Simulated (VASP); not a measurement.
# TmTaSe4 (F-43m) in VASP: a series of runs

Runs on TmTaSe4. Level: PBE. Tasks: single point, relaxation of cell and atoms.

Program: VASP 6.6.1. These are calculated values, not measurements. Logs are shortened: lines on timing, memory, paths and dates and some standing lists are left out, and cuts for length are marked.

## (1) The cell of the first run

Symmetry: F-43m, No. 216, cubic system. Conventional cell: a = 9.864 Å, b = 9.864 Å, c = 9.864 Å, α = 90.00°, β = 90.00°, γ = 90.00°. Within 5.4 Å of Tm (site symmetry -43m) lie 12 Se at 4.14 Å and 4 Ta at 4.27 Å. Ta (site symmetry -43m) has 4 Se at 2.36 Å within 3.1 Å. Within 3.2 Å of Se (site symmetry 3m) lie 1 Ta at 2.36 Å and 3 Se at 3.12 Å.

The cell was built from a structure type or drawn by symmetry, and may not be a known phase.

## (2) Single point, PBE

File INCAR:

```
PREC = Accurate ; ENCUT = 500
EDIFF = 1E-6 ; ISMEAR = 0
SIGMA = 0.1 ; LREAL = False
LASPH = True ; NELM = 200
ALGO = Normal ; ISIF = 2
LWAVE = False ; LCHARG = False
GGA = PE ; NBANDS = 31
GGA_COMPAT = False ; LMAXMIX = 6
```

File KPOINTS:

```
Automatic mesh
0
Gamma
  8 8 8
```

File POSCAR:

```
TmTaSe4
1.0
    0.0000000000      4.9319549087      4.9319549087
    4.9319549087      0.0000000000      4.9319549087
    4.9319549087      4.9319549087      0.0000000000
Tm Ta Se
1 1 4
Direct
    0.5000000000      0.5000000000      0.5000000000
    0.7500000000      0.7500000000      0.7500000000
    0.8883411235      0.3349766295      0.8883411235
    0.8883411235      0.8883411235      0.8883411235
    0.3349766295      0.8883411235      0.8883411235
    0.8883411235      0.8883411235      0.3349766295
```

Potentials or basis: VASP PAW PBE potentials, release 64 (Tm_3, Ta_pv, Se), 4f in core.

The run is started by

```bash
cat potpaw_PBE.64/Tm_3/POTCAR potpaw_PBE.64/Ta_pv/POTCAR potpaw_PBE.64/Se/POTCAR > POTCAR
mpirun -np 1 vasp_std > vasp.out
```

OUTCAR:

```text
PREC = Accurate
   ENCUT = 500
   EDIFF = 1E-6
   ISMEAR = 0
   LREAL = False
   LASPH = True
   NELM = 200
   ISIF = 2
   GGA = PE

 ion  position               nearest neighbor table
   1  0.500  0.500  0.500-
   2  0.750  0.750  0.750-   4 2.36   3 2.36   5 2.36   6 2.36
   3  0.888  0.335  0.888-   2 2.36
   4  0.888  0.888  0.888-   2 2.36
   5  0.335  0.888  0.888-   2 2.36
   6  0.888  0.888  0.335-   2 2.36

  LATTYP: Found a face centered cubic cell.
 ALAT       =     9.8639098174

  Lattice vectors:

 A1 = (   0.0000000000,   4.9319549087,   4.9319549087)
 A2 = (   4.9319549087,   0.0000000000,   4.9319549087)
 A3 = (   4.9319549087,   4.9319549087,   0.0000000000)

Analysis of symmetry for initial positions (statically):
=====================================================================
 Subroutine PRICEL returns:
 Original cell was already a primitive cell.

 Routine SETGRP: Setting up the symmetry group for a
 face centered cubic supercell.

 Subroutine GETGRP returns: Found 24 space group operations
 (whereof 24 operations were pure point group operations)
 out of a pool of 48 trial point group operations.

The static configuration has the point symmetry T_d .

Analysis of symmetry for dynamics (positions and initial velocities):
=====================================================================
 Subroutine PRICEL returns:
 Original cell was already a primitive cell.

 Routine SETGRP: Setting up the symmetry group for a
 face centered cubic supercell.

 Subroutine GETGRP returns: Found 24 space group operations
 (whereof 24 operations were pure point group operations)
 out of a pool of 48 trial point group operations.

The dynamic configuration has the point symmetry T_d .

 Subroutine INISYM returns: Found 24 space group operations
 (whereof 24 operations are pure point group operations),
 and found     1 'primitive' translations

----------------------------------------------------------------------------------------

                                     Primitive cell

  volume of cell :     239.9315

  direct lattice vectors                    reciprocal lattice vectors
     0.000000000  4.931954909  4.931954909    -0.101379678  0.101379678  0.101379678
     4.931954909  0.000000000  4.931954909     0.101379678 -0.101379678  0.101379678
     4.931954909  4.931954909  0.000000000     0.101379678  0.101379678 -0.101379678

  length of vectors
     6.974837521  6.974837521  6.974837521     0.175594753  0.175594753  0.175594753

  position of ions in fractional coordinates (direct lattice)
     0.500000000  0.500000000  0.500000000
     0.750000000  0.750000000  0.750000000
     0.888341123  0.334976629  0.888341123
     0.888341123  0.888341123  0.888341123
     0.334976629  0.888341123  0.888341123
     0.888341123  0.888341123  0.334976629

  ion indices of the primitive-cell ions
   primitive index   ion index
                 1           1
                 2           2
                 3           3
                 4           4
                 5           5
                 6           6

----------------------------------------------------------------------------------------

 KPOINTS: Automatic mesh

Automatic generation of k-mesh.
 Grid dimensions read from file:
 generate k-points for:    8    8    8

 Generating k-lattice:

  Cartesian coordinates                     Fractional coordinates (reciprocal lattice)
    -0.012672460  0.012672460  0.012672460     0.125000000  0.000000000  0.000000000
     0.012672460 -0.012672460  0.012672460     0.000000000  0.125000000  0.000000000
     0.012672460  0.012672460 -0.012672460     0.000000000  0.000000000  0.125000000

  Length of vectors
     0.021949344  0.021949344  0.021949344

  Shift w.r.t. Gamma in fractional coordinates (k-lattice)
     0.000000000  0.000000000  0.000000000

 Subroutine IBZKPT returns following result:
 ===========================================

 Found     29 irreducible k-points:

 Following reciprocal coordinates:
            Coordinates               Weight
  0.000000  0.000000  0.000000      1.000000
  0.125000  0.000000  0.000000      8.000000
  0.250000  0.000000  0.000000      8.000000
  0.375000  0.000000  0.000000      8.000000
  0.500000  0.000000  0.000000      4.000000
  0.125000  0.125000  0.000000      6.000000
[... 16 lines left out ...]
  0.500000  0.250000  0.125000     48.000000
 -0.375000  0.250000  0.125000     24.000000
 [... further k-points ...]
   k-points           NKPTS =     29   k-points in BZ     NKDIM =     29   number of bands    NBANDS=     31
   number of dos      NEDOS =    301   number of ions     NIONS =      6
   total plane-waves  NPLWV = 157464
   dimension x,y,z NGX =    54 NGY =   54 NGZ =   54
   dimension x,y,z NGXF=   108 NGYF=  108 NGZF=  108
   ions per type =               1   1   4
   NGX,Y,Z   is equivalent  to a cutoff of  12.87, 12.87, 12.87 a.u.
   NGXF,Y,Z  is equivalent  to a cutoff of  25.74, 25.74, 25.74 a.u.
 SYSTEM =  unknown system
   PREC   = accura    normal or accurate (medium, high low for compatibility)
   ISTART =      0    job   : 0-new  1-cont  2-samecut
   ICHARG =      2    charge: 1-file 2-atom 10-const
   ISPIN  =      1    spin polarized calculation?
   LNONCOLLINEAR =      F non collinear calculations
   LSORBIT =      F    spin-orbit coupling
   LASPH  =      T    aspherical Exc in radial PAW
   ENCUT  =  500.0 eV  36.75 Ry    6.06 a.u.  12.72 12.72 12.72*2*pi/ulx,y,z
   NELM   =    200;   NELMIN=  2; NELMDL= -5     # of ELM steps
   EDIFF  = 0.1E-05   stopping-criterion for ELM
   LREAL  =      F    real-space projection
   EDIFFG = 0.1E-04   stopping-criterion for IOM
   NSW    =      0    number of steps for IOM
   IBRION =     -1    ionic relax: 0-MD 1-quasi-New 2-CG
   NFREE  =      0    steps in history (QN), initial steepest desc. (CG)
   ISIF   =      2    stress and relaxation
   ISYM   =      2    0-nonsym 1-usesym 2-fastsym
   POTIM  = 0.5000    time-step for ionic-motion
   TEBEG  =    0.0;   TEEND  =   0.0 temperature during run
   PSTRESS=    0.0 pullay stress
   NELECT =      44.0000    total number of electrons
   NUPDOWN=      -1.0000    fix difference up-down
   EMIN   =  10.00;   EMAX   =-10.00  energy-range for DOS
   EFERMI =   0.00;   METHOD = LEGACY
   ISMEAR =     0;   SIGMA  =   0.10  broadening in eV -4-tet -1-fermi 0-gaus
   EFERMI_NEDOS =   21; number of points for ismear=-14 and -15
   IALGO  =     38    algorithm
   IMIX   =      4    mixing-type and parameters
     AMIX     =   0.40;   BMIX     =  1.00
     AMIX_MAG =   1.60;   BMIX_MAG =  1.00
  volume/ion in A,a.u.               =      39.99       269.86
  Fermi-wavevector in a.u.,A,eV,Ry     =   0.930101  1.757635 11.770227  0.865087
  Thomas-Fermi vector in A             =   2.056453
   LORBIT       =      0    0 simple, 1 ext, 2 COOP (PROOUT), +10 PAW based schemes
   GGA     = PE    functional components
   LHFCALC =     F    Hartree Fock is set to
   AEXX    =    0.0000 exact exchange contribution
   IVDW    =     0    specifies the selected vdW correction
   LEPSILON=     F    determine dielectric tensor
   LRPA    =     F    only Hartree local field effects (RPA)
 non-spin polarized calculation
 Gauss-broadening in eV      SIGMA  =   0.10
  energy-cutoff  :      500.00
  volume of cell :      239.93
 maximum number of plane-waves:      6116
 NGX is ok and might be reduce to    54
   NGX = 25   NGY = 25   NGZ = 25

 number of electron      44.0000000 magnetization

 Free energy of the ion-electron system (eV)
  ---------------------------------------------------
  ext. energy  EPLUGINS =         0.00000000
  ---------------------------------------------------
  free energy    TOTEN  =       -29.82992754 eV

  energy without entropy =      -29.80503877  energy(sigma->0) =      -29.81748315

 E-fermi :   0.7717     XC(G=0):  -7.4260

 val. band max:        0.7645912938   @ k =   0.2500   0.1250   0.0000
 cond. band min:       0.8056765558   @ k =   0.1250   0.1250   0.0000
 fundamental gap:      0.0410852619
 Fermi energy:         0.7716659441

 k-point     1 :       0.0000    0.0000    0.0000
  band No.  band energies     occupation
      1     -33.5244      2.00000
      2     -33.5244      2.00000
      3     -33.5244      2.00000
      4     -28.0993      2.00000
      5     -28.0993      2.00000
      6     -28.0993      2.00000
[... 23 lines left out ...]
     30       3.1240      0.00000
     31       3.8698      0.00000

 k-point     2 :       0.1250    0.0000    0.0000
  band No.  band energies     occupation
      1     -33.5244      2.00000
      2     -33.5244      2.00000
      3     -33.5244      2.00000
      4     -28.0993      2.00000
      5     -28.0993      2.00000
      6     -28.0993      2.00000
[... 23 lines left out ...]
     30       3.1758      0.00000
     31       3.7069      0.00000

 k-point     3 :       0.2500    0.0000    0.0000
  band No.  band energies     occupation
      1     -33.5244      2.00000
      2     -33.5244      2.00000
      3     -33.5244      2.00000
      4     -28.0993      2.00000
      5     -28.0993      2.00000
      6     -28.0993      2.00000
[... 23 lines left out ...]
     30       3.3225      0.00000
     31       3.3897      0.00000

 k-point     4 :       0.3750    0.0000    0.0000
  band No.  band energies     occupation
      1     -33.5245      2.00000
      2     -33.5244      2.00000
      3     -33.5244      2.00000
      4     -28.0993      2.00000
      5     -28.0993      2.00000
      6     -28.0993      2.00000
[... 635 lines left out ...]
     30       3.5338      0.00000
     31       3.6942      0.00000

 k-point    23 :       0.5000    0.2500    0.1250
  band No.  band energies     occupation
      1     -33.5245      2.00000
      2     -33.5244      2.00000
      3     -33.5244      2.00000
      4     -28.0993      2.00000
      5     -28.0993      2.00000
      6     -28.0993      2.00000
[... 23 lines left out ...]
     30       3.5326      0.00000
     31       3.7096      0.00000

 k-point    24 :      -0.3750    0.2500    0.1250
  band No.  band energies     occupation
      1     -33.5245      2.00000
      2     -33.5244      2.00000
      3     -33.5244      2.00000
      4     -28.0993      2.00000
      5     -28.0993      2.00000
      6     -28.0993      2.00000
[... 23 lines left out ...]
     30       3.5475      0.00000
     31       3.6996      0.00000

 [... further k-points ...]

------------------------ aborting loop because EDIFF is reached ----------------------------------------

  FORCE on cell =-STRESS in cart. coord.  units (eV):
  Direction    XX          YY          ZZ          XY          YZ          ZX
  --------------------------------------------------------------------------------------
  -------------------------------------------------------------------------------------
  Total        0.1547517      0.1547517      0.1547517      0.0000000      0.0000000      0.0000000
  in kB        1.0333765      1.0333765      1.0333765      0.0000000      0.0000000      0.0000000
  external PRESSURE =       1.0333765 kB  Pullay stress =       0.0000000 kB

 VOLUME and BASIS-vectors are now :
 -----------------------------------------------------------------------------
  energy-cutoff  :      500.00
  volume of cell :      239.93
      direct lattice vectors                 reciprocal lattice vectors
     0.000000000  4.931954909  4.931954909    -0.101379678  0.101379678  0.101379678
     4.931954909  0.000000000  4.931954909     0.101379678 -0.101379678  0.101379678
     4.931954909  4.931954909  0.000000000     0.101379678  0.101379678 -0.101379678

 POSITION                                       TOTAL-FORCE (eV/Angst)
 -----------------------------------------------------------------------------------
      4.93195      4.93195      4.93195        -0.000000     -0.000000     -0.000000
      7.39793      7.39793      7.39793        -0.000000     -0.000000     -0.000000
      6.03335      8.76252      6.03335        -0.027041      0.027041     -0.027041
      8.76252      8.76252      8.76252         0.027041      0.027041      0.027041
      8.76252      6.03335      6.03335         0.027041     -0.027041     -0.027041
      6.03335      6.03335      8.76252        -0.027041     -0.027041      0.027041
 -----------------------------------------------------------------------------------
    total drift:                               -0.000000     -0.000000     -0.000000

  FREE ENERGIE OF THE ION-ELECTRON SYSTEM (eV)
  ---------------------------------------------------
  free  energy   TOTEN  =       -29.8299275370 eV

  energy  without entropy=      -29.8050387656  energy(sigma->0) =      -29.81748315
```

Run time: 3.1 min. Hardware: 1 thread of Intel Xeon 6975P-C (Granite Rapids), shared host; peak memory 0.53 GiB.

What came out:

```
Free energy            : -29.8299 eV
Pressure               : 0.1 GPa
Largest force          : 0.047 eV/Å
Band gap on the k mesh : zero (bands 22 and 23 overlap by 0.35 eV)
```

Forces on the atoms (eV/Å):
```
Tm   0.000  0.000  0.000
Ta   0.000  0.000  0.000
Se  -0.027  0.027 -0.027
Se   0.027  0.027  0.027
Se   0.027 -0.027 -0.027
Se  -0.027 -0.027  0.027
```

Levels at points of the mesh, in eV from the Fermi level:
| k point | band 19 | band 20 | band 21 | band 22 | band 23 | band 24 | band 25 | band 26 |
| --- | --- | --- | --- | --- | --- | --- | --- | --- |
| (0.00, 0.00, 0.00) | -1.68 | -0.95 | 0.16 | 0.16 | 0.16 | 0.83 | 0.83 | 0.83 |
| (0.50, 0.00, 0.00) | -1.71 | -0.96 | -0.96 | 0.17 | 0.23 | 0.66 | 0.84 | 0.84 |
| (0.50, 0.50, 0.00) | -1.23 | -1.23 | -0.60 | -0.60 | 0.42 | 0.68 | 0.76 | 0.83 |

Caveat: spin-orbit coupling is left out, which moves the levels of the heavy elements; the 4f electrons are frozen in the core, so they carry no moment and show no levels; the run has no spin polarisation, though such a crystal can be magnetic.

(Continued in part 2 of 2.)
